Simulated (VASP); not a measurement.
# Pt3Rh (Pm-3m) in VASP: notebook

Pt3Rh is run at these levels: LDA; tasks: single point, relaxation of cell and atoms.

All numbers are computed with VASP 6.6.1; they aren't measurements. Logs are shortened: lines on timing, memory, paths and dates and some standing lists are left out, and cuts for length are marked.

## 1. The cell of the first run

It takes space group Pm-3m (No. 221, cubic). The conventional cell has a = 3.859 Å, b = 3.859 Å, c = 3.859 Å, α = 90.00°, β = 90.00°, γ = 90.00°. Rh (site symmetry m-3m) has 12 Pt at 2.73 Å within 3.6 Å. Within 3.6 Å of Pt (site symmetry 4/mmm) lie 4 Rh at 2.73 Å and 8 Pt at 2.73 Å.

## 2. Single point, LDA

File INCAR:

```
PREC = Accurate
ENCUT = 520
EDIFF = 1E-7
ISMEAR = 0
SIGMA = 0.1
LREAL = False
LASPH = True
NELM = 100
ALGO = Normal
ISIF = 2
LWAVE = False
LCHARG = False
NBANDS = 30
```

File KPOINTS:

```
Automatic mesh
0
Gamma
  12 12 12
```

File POSCAR:

```
Pt3Rh
1.0
    3.8589074782      0.0000000000      0.0000000000
    0.0000000000      3.8589074782      0.0000000000
    0.0000000000      0.0000000000      3.8589074782
Rh Pt
1 3
Direct
    0.5000000000      0.5000000000      0.5000000000
    0.5000000000      0.0000000000      0.0000000000
    0.0000000000      0.5000000000      0.0000000000
    0.0000000000      0.0000000000      0.5000000000
```

Potentials or basis: VASP PAW LDA potentials, release 64 (Rh_pv, Pt).

Started as:

```sh
$ cat potpaw_LDA.64/Rh_pv/POTCAR potpaw_LDA.64/Pt/POTCAR > POTCAR
$ mpirun -np 1 vasp_std > vasp.out
```

OUTCAR:

```text
PREC = Accurate
   ENCUT = 520
   EDIFF = 1E-7
   ISMEAR = 0
   LREAL = False
   LASPH = True
   NELM = 100
   ISIF = 2

 ion  position               nearest neighbor table
   1  0.500  0.500  0.500-   2 2.73   3 2.73   4 2.73   2 2.73   3 2.73   2 2.73   4 2.73   2 2.73
                             3 2.73   4 2.73   3 2.73   4 2.73
   2  0.500  0.000  0.000-   1 2.73   3 2.73   4 2.73   1 2.73   4 2.73   1 2.73   3 2.73   1 2.73
                             3 2.73   4 2.73   4 2.73   3 2.73
   3  0.000  0.500  0.000-   1 2.73   2 2.73   4 2.73   1 2.73   4 2.73   2 2.73   4 2.73   4 2.73
                             1 2.73   2 2.73   1 2.73   2 2.73
   4  0.000  0.000  0.500-   1 2.73   2 2.73   3 2.73   2 2.73   3 2.73   1 2.73   3 2.73   3 2.73
                             1 2.73   2 2.73   2 2.73   1 2.73

  LATTYP: Found a simple cubic cell.
 ALAT       =     3.8589074782

  Lattice vectors:

 A1 = (   3.8589074782,   0.0000000000,   0.0000000000)
 A2 = (   0.0000000000,   3.8589074782,   0.0000000000)
 A3 = (   0.0000000000,   0.0000000000,   3.8589074782)

Analysis of symmetry for initial positions (statically):
=====================================================================
 Subroutine PRICEL returns:
 Original cell was already a primitive cell.

 Routine SETGRP: Setting up the symmetry group for a
 simple cubic supercell.

 Subroutine GETGRP returns: Found 48 space group operations
 (whereof 48 operations were pure point group operations)
 out of a pool of 48 trial point group operations.

The static configuration has the point symmetry O_h .

Analysis of symmetry for dynamics (positions and initial velocities):
=====================================================================
 Subroutine PRICEL returns:
 Original cell was already a primitive cell.

 Routine SETGRP: Setting up the symmetry group for a
 simple cubic supercell.

 Subroutine GETGRP returns: Found 48 space group operations
 (whereof 48 operations were pure point group operations)
 out of a pool of 48 trial point group operations.

The dynamic configuration has the point symmetry O_h .

 Subroutine INISYM returns: Found 48 space group operations
 (whereof 48 operations are pure point group operations),
 and found     1 'primitive' translations

----------------------------------------------------------------------------------------

                                     Primitive cell

  volume of cell :      57.4636

  direct lattice vectors                    reciprocal lattice vectors
     3.858907478  0.000000000  0.000000000     0.259140704  0.000000000  0.000000000
     0.000000000  3.858907478  0.000000000     0.000000000  0.259140704  0.000000000
     0.000000000  0.000000000  3.858907478     0.000000000  0.000000000  0.259140704

  length of vectors
     3.858907478  3.858907478  3.858907478     0.259140704  0.259140704  0.259140704

  position of ions in fractional coordinates (direct lattice)
     0.500000000  0.500000000  0.500000000
     0.500000000  0.000000000  0.000000000
     0.000000000  0.500000000  0.000000000
     0.000000000  0.000000000  0.500000000

  ion indices of the primitive-cell ions
   primitive index   ion index
                 1           1
                 2           2
                 3           3
                 4           4

----------------------------------------------------------------------------------------

 KPOINTS: Automatic mesh

Automatic generation of k-mesh.
 Grid dimensions read from file:
 generate k-points for:   12   12   12

 Generating k-lattice:

  Cartesian coordinates                     Fractional coordinates (reciprocal lattice)
     0.021595059  0.000000000  0.000000000     0.083333333  0.000000000  0.000000000
     0.000000000  0.021595059  0.000000000     0.000000000  0.083333333  0.000000000
     0.000000000  0.000000000  0.021595059     0.000000000  0.000000000  0.083333333

  Length of vectors
     0.021595059  0.021595059  0.021595059

  Shift w.r.t. Gamma in fractional coordinates (k-lattice)
     0.000000000  0.000000000  0.000000000

 Subroutine IBZKPT returns following result:
 ===========================================

 Found     84 irreducible k-points:

 Following reciprocal coordinates:
            Coordinates               Weight
  0.000000  0.000000  0.000000      1.000000
  0.083333  0.000000  0.000000      6.000000
  0.166667  0.000000  0.000000      6.000000
  0.250000  0.000000  0.000000      6.000000
  0.333333  0.000000  0.000000      6.000000
  0.416667  0.000000  0.000000      6.000000
[... 16 lines left out ...]
  0.333333  0.333333  0.000000     12.000000
  0.416667  0.333333  0.000000     24.000000
 [... further k-points ...]
   k-points           NKPTS =     84   k-points in BZ     NKDIM =     84   number of bands    NBANDS=     30
   number of dos      NEDOS =    301   number of ions     NIONS =      4
   total plane-waves  NPLWV =  27000
   dimension x,y,z NGX =    30 NGY =   30 NGZ =   30
   dimension x,y,z NGXF=    60 NGYF=   60 NGZF=   60
   ions per type =               1   3
   NGX,Y,Z   is equivalent  to a cutoff of  12.92, 12.92, 12.92 a.u.
   NGXF,Y,Z  is equivalent  to a cutoff of  25.85, 25.85, 25.85 a.u.
 SYSTEM =  unknown system
   PREC   = accura    normal or accurate (medium, high low for compatibility)
   ISTART =      0    job   : 0-new  1-cont  2-samecut
   ICHARG =      2    charge: 1-file 2-atom 10-const
   ISPIN  =      1    spin polarized calculation?
   LNONCOLLINEAR =      F non collinear calculations
   LSORBIT =      F    spin-orbit coupling
   LASPH  =      T    aspherical Exc in radial PAW
   ENCUT  =  520.0 eV  38.22 Ry    6.18 a.u.   7.18  7.18  7.18*2*pi/ulx,y,z
   NELM   =    100;   NELMIN=  2; NELMDL= -5     # of ELM steps
   EDIFF  = 0.1E-06   stopping-criterion for ELM
   LREAL  =      F    real-space projection
   EDIFFG = 0.1E-05   stopping-criterion for IOM
   NSW    =      0    number of steps for IOM
   IBRION =     -1    ionic relax: 0-MD 1-quasi-New 2-CG
   NFREE  =      0    steps in history (QN), initial steepest desc. (CG)
   ISIF   =      2    stress and relaxation
   ISYM   =      2    0-nonsym 1-usesym 2-fastsym
   POTIM  = 0.5000    time-step for ionic-motion
   TEBEG  =    0.0;   TEEND  =   0.0 temperature during run
   PSTRESS=    0.0 pullay stress
   NELECT =      45.0000    total number of electrons
   NUPDOWN=      -1.0000    fix difference up-down
   EMIN   =  10.00;   EMAX   =-10.00  energy-range for DOS
   EFERMI =   0.00;   METHOD = LEGACY
   ISMEAR =     0;   SIGMA  =   0.10  broadening in eV -4-tet -1-fermi 0-gaus
   EFERMI_NEDOS =   21; number of points for ismear=-14 and -15
   IALGO  =     38    algorithm
   IMIX   =      4    mixing-type and parameters
     AMIX     =   0.40;   BMIX     =  1.00
     AMIX_MAG =   1.60;   BMIX_MAG =  1.00
  volume/ion in A,a.u.               =      14.37        96.95
  Fermi-wavevector in a.u.,A,eV,Ry     =   1.508972  2.851544 30.980435  2.276998
  Thomas-Fermi vector in A             =   2.619356
   LORBIT       =      0    0 simple, 1 ext, 2 COOP (PROOUT), +10 PAW based schemes
   GGA     = CA    functional components
   LHFCALC =     F    Hartree Fock is set to
   AEXX    =    0.0000 exact exchange contribution
   IVDW    =     0    specifies the selected vdW correction
   LEPSILON=     F    determine dielectric tensor
   LRPA    =     F    only Hartree local field effects (RPA)
 non-spin polarized calculation
 Gauss-broadening in eV      SIGMA  =   0.10
  energy-cutoff  :      520.00
  volume of cell :       57.46
 maximum number of plane-waves:      1568
 NGX is ok and might be reduce to    30
   NGX = 15   NGY = 15   NGZ = 15

 number of electron      45.0000003 magnetization

 Free energy of the ion-electron system (eV)
  ---------------------------------------------------
  ext. energy  EPLUGINS =         0.00000000
  ---------------------------------------------------
  free energy    TOTEN  =       -31.24376245 eV

  energy without entropy =      -31.20609284  energy(sigma->0) =      -31.22492765

 E-fermi :  11.8343     XC(G=0): -13.9991

 val. band max:       11.8323538631   @ k =   0.4167   0.3333   0.3333
 cond. band min:      11.8371812584   @ k =   0.3333   0.3333   0.2500
 fundamental gap:      0.0048273953
 Fermi energy:        11.8342895128

 k-point     1 :       0.0000    0.0000    0.0000
  band No.  band energies     occupation
      1     -34.4632      2.00000
      2     -34.4632      2.00000
      3     -34.4632      2.00000
      4       1.6580      2.00000
      5       4.4139      2.00000
      6       4.6578      2.00000
[... 22 lines left out ...]
     29      21.1124      0.00000
     30      23.5987      0.00000

 k-point     2 :       0.0833    0.0000    0.0000
  band No.  band energies     occupation
      1     -34.4638      2.00000
      2     -34.4633      2.00000
      3     -34.4633      2.00000
      4       1.7539      2.00000
      5       4.4760      2.00000
      6       4.7040      2.00000
[... 22 lines left out ...]
     29      21.4167      0.00000
     30      23.3136      0.00000

 k-point     3 :       0.1667    0.0000    0.0000
  band No.  band energies     occupation
      1     -34.4657      2.00000
      2     -34.4636      2.00000
      3     -34.4636      2.00000
      4       2.0365      2.00000
      5       4.6489      2.00000
      6       4.8383      2.00000
[... 22 lines left out ...]
     29      21.5473      0.00000
     30      23.3498      0.00000

 k-point     4 :       0.2500    0.0000    0.0000
  band No.  band energies     occupation
      1     -34.4681      2.00000
      2     -34.4641      2.00000
      3     -34.4641      2.00000
      4       2.4881      2.00000
      5       4.8729      2.00000
      6       5.0594      2.00000
[... 616 lines left out ...]
     29      21.9525      0.00000
     30      22.3075      0.00000

 k-point    23 :       0.3333    0.3333    0.0000
  band No.  band energies     occupation
      1     -34.4702      2.00000
      2     -34.4686      2.00000
      3     -34.4657      2.00000
      4       4.2007      2.00000
      5       5.8387      2.00000
      6       6.0037      2.00000
[... 22 lines left out ...]
     29      22.1562      0.00000
     30      23.1665      0.00000

 k-point    24 :       0.4167    0.3333    0.0000
  band No.  band energies     occupation
      1     -34.4707      2.00000
      2     -34.4690      2.00000
      3     -34.4660      2.00000
      4       4.7155      2.00000
      5       5.8479      2.00000
      6       6.1192      2.00000
[... 22 lines left out ...]
     29      22.0966      0.00000
     30      22.7841      0.00000

 [... further k-points ...]
[... 5 lines left out ...]
  --------------------------------------------------------------------------------------
  -------------------------------------------------------------------------------------
  Total        0.2888244      0.2888244      0.2888244     -0.0000000     -0.0000000      0.0000000
  in kB        8.0528814      8.0528814      8.0528814     -0.0000000     -0.0000000      0.0000000
  external PRESSURE =       8.0528814 kB  Pullay stress =       0.0000000 kB

 VOLUME and BASIS-vectors are now :
 -----------------------------------------------------------------------------
  energy-cutoff  :      520.00
  volume of cell :       57.46
      direct lattice vectors                 reciprocal lattice vectors
     3.858907478  0.000000000  0.000000000     0.259140704  0.000000000  0.000000000
     0.000000000  3.858907478  0.000000000     0.000000000  0.259140704  0.000000000
     0.000000000  0.000000000  3.858907478     0.000000000  0.000000000  0.259140704

 POSITION                                       TOTAL-FORCE (eV/Angst)
 -----------------------------------------------------------------------------------
      1.92945      1.92945      1.92945         0.000000      0.000000      0.000000
      1.92945      0.00000      0.00000         0.000000      0.000000      0.000000
      0.00000      1.92945      0.00000         0.000000      0.000000      0.000000
      0.00000      0.00000      1.92945         0.000000      0.000000      0.000000
 -----------------------------------------------------------------------------------
    total drift:                                0.000000     -0.000000      0.000000

  FREE ENERGIE OF THE ION-ELECTRON SYSTEM (eV)
  ---------------------------------------------------
  free  energy   TOTEN  =       -31.2437624502 eV

  energy  without entropy=      -31.2060928404  energy(sigma->0) =      -31.22492765
```

Wall time 84 s (1 thread of AMD EPYC 7R13 (Zen 3), shared host); peak memory 0.21 GiB.

What came out:

- Free energy: -31.2438 eV
- Pressure: 0.8 GPa

Caveat: spin-orbit coupling is left out, which moves the levels of the heavy elements.

## 3. Relaxation of cell and atoms, LDA

This run uses another cell than the first one, of 15.24 Å³/atom, 1.061 times its volume.

File INCAR:

```
SYSTEM = Pt3Rh
ALGO = Normal
EDIFF = 1E-7
EDIFFG = -0.005
ENCUT = 600
GGA = CA
IBRION = 2
ISIF = 3
ISMEAR = 0
LASPH = .True.
LCHARG = .False.
LREAL = .False.
LWAVE = .False.
NELM = 100
NSW = 70
PREC = Accurate
SIGMA = 0.1
```

File KPOINTS:

```
k-points
0
Gamma
  12 12 12
  0 0 0
```

File POSCAR:

```
Pt3Rh
1.0
    3.9354137973      0.0000000000      0.0000000000
    0.0000000000      3.9354137973      0.0000000000
    0.0000000000      0.0000000000      3.9354137973
Rh Pt
1 3
Direct
    0.5000000000      0.5000000000      0.5000000000
    0.5000000000      0.0000000000      0.0000000000
    0.0000000000      0.5000000000      0.0000000000
    0.0000000000      0.0000000000      0.5000000000
```

Potentials or basis: VASP PAW LDA potentials, release 64 (Rh_pv, Pt).

Started as:

```sh
$ cat potpaw_LDA.64/Rh_pv/POTCAR potpaw_LDA.64/Pt/POTCAR > POTCAR
$ mpirun -np 1 vasp_std > vasp.out
```

OUTCAR:

```text
SYSTEM = Pt3Rh
   EDIFF = 1E-7
   EDIFFG = -0.005
   ENCUT = 600
   GGA = CA
   IBRION = 2
   ISIF = 3
   ISMEAR = 0
   LASPH = .True.
   LREAL = .False.
   NELM = 100
   NSW = 70
   PREC = Accurate

 ion  position               nearest neighbor table
   1  0.500  0.500  0.500-   2 2.78   3 2.78   4 2.78   2 2.78   3 2.78   2 2.78   4 2.78   2 2.78
                             3 2.78   4 2.78   3 2.78   4 2.78
   2  0.500  0.000  0.000-   1 2.78   3 2.78   4 2.78   1 2.78   4 2.78   1 2.78   3 2.78   1 2.78
                             3 2.78   4 2.78   4 2.78   3 2.78
   3  0.000  0.500  0.000-   1 2.78   2 2.78   4 2.78   1 2.78   4 2.78   2 2.78   4 2.78   4 2.78
                             1 2.78   2 2.78   1 2.78   2 2.78
   4  0.000  0.000  0.500-   1 2.78   2 2.78   3 2.78   2 2.78   3 2.78   1 2.78   3 2.78   3 2.78
                             1 2.78   2 2.78   2 2.78   1 2.78

  LATTYP: Found a simple cubic cell.
 ALAT       =     3.9354137973
[... 419 lines left out ...]
  ext. energy  EPLUGINS =         0.00000000
  ---------------------------------------------------
  free energy    TOTEN  =       -31.24587639 eV

  energy without entropy =      -31.20803526  energy(sigma->0) =      -31.22695583

 E-fermi :  11.7775     XC(G=0): -13.9822

 val. band max:       11.7749405364   @ k =   0.4167   0.3333   0.3333
 cond. band min:      11.7797540024   @ k =   0.3333   0.3333   0.2500
 fundamental gap:      0.0048134660
 Fermi energy:        11.7774754089

 k-point     1 :       0.0000    0.0000    0.0000
  band No.  band energies     occupation
      1     -34.5120      2.00000
      2     -34.5120      2.00000
      3     -34.5120      2.00000
      4       1.6323      2.00000
      5       4.3895      2.00000
      6       4.6324      2.00000
[... 709 lines left out ...]
     26      14.7457      0.00000
     27      16.1522      0.00000

 [... further k-points ...]
[... 5 lines left out ...]
  --------------------------------------------------------------------------------------
  -------------------------------------------------------------------------------------
  Total       -0.0002573     -0.0002573     -0.0002573      0.0000000     -0.0000000      0.0000000
  in kB       -0.0071550     -0.0071550     -0.0071550      0.0000000     -0.0000000      0.0000000
  external PRESSURE =      -0.0071550 kB  Pullay stress =       0.0000000 kB
[... 19 lines left out ...]
  FREE ENERGIE OF THE ION-ELECTRON SYSTEM (eV)
  ---------------------------------------------------
  free  energy   TOTEN  =       -31.2458763901 eV

  energy  without entropy=      -31.2080352636  energy(sigma->0) =      -31.22695583

 reached required accuracy - stopping structural energy minimisation
```

OSZICAR:

```text
N       E                     dE             d eps       ncg     rms          rms(c)
DAV:   1     0.389394374948E+03    0.38939E+03   -0.27332E+04  4616   0.188E+03
[... 69 lines left out ...]
DAV:   1    -0.312464063778E+02   -0.57846E-03   -0.10056E-02  4539   0.910E-01    0.184E-01
DAV:   2    -0.312464919578E+02   -0.85580E-04   -0.41477E-03  4700   0.644E-01    0.226E-01
DAV:   3    -0.312459103293E+02    0.58163E-03   -0.20068E-03  4780   0.475E-01    0.703E-02
DAV:   4    -0.312458763044E+02    0.34025E-04   -0.11357E-04  4645   0.102E-01    0.209E-02
DAV:   5    -0.312458762652E+02    0.39240E-07   -0.34533E-06  4777   0.135E-02    0.601E-03
DAV:   6    -0.312458763904E+02   -0.12526E-06   -0.34550E-07  4159   0.424E-03    0.782E-04
DAV:   7    -0.312458763901E+02    0.32833E-09   -0.33405E-08  2319   0.138E-03
   7 F= -.31245876E+02 E0= -.31226956E+02  d E =-.775225E-05
```

It took 8.9 min on 1 thread of AMD EPYC 7R13 (Zen 3), shared host; peak memory 0.25 GiB.

Results:

```
Free energy                            : -31.2459 eV
Relaxed volume                         : 14.41 Å³/atom
Relaxed cell                           : a = 3.863 Å, b = 3.863 Å, c = 3.863 Å, α = 90.00°, β = 90.00°, γ = 90.00°
Space group after relaxing (to 0.05 Å) : Pm-3m (No. 221)
Energy gained by relaxing              : 41.1 meV/atom
Ionic steps                            : 7
Pressure after relaxing                : 0.0 GPa
```

The path:
| step | energy change (eV) | largest force (eV/Å) | pressure (GPa) | volume (Å³) |
| --- | --- | --- | --- | --- |
| 1 | 0.0000 | 0.0000 | -14.93 | 60.95 |
| 2 | 1.4591 | 0.0000 | 73.08 | 49.26 |
| 3 | -0.1637 | 0.0000 | -1.08 | 57.82 |
| 4 | -0.1643 | 0.0000 | -0.22 | 57.67 |
| 5 | -0.1643 | 0.0000 | 0.12 | 57.60 |
| 6 | -0.1643 | 0.0000 | -0.29 | 57.68 |
| 7 | -0.1643 | 0.0000 | 0.00 | 57.63 |

Final structure:
```
CELL_PARAMETERS angstrom
3.86255 0.00000 0.00000
0.00000 3.86255 0.00000
0.00000 0.00000 3.86255
ATOMIC_POSITIONS crystal
Rh 0.50000 0.50000 0.50000
Pt 0.50000 0.00000 0.00000
Pt 0.00000 0.50000 0.00000
Pt 0.00000 0.00000 0.50000
```

Caveat: spin-orbit coupling is left out, which moves the levels of the heavy elements.
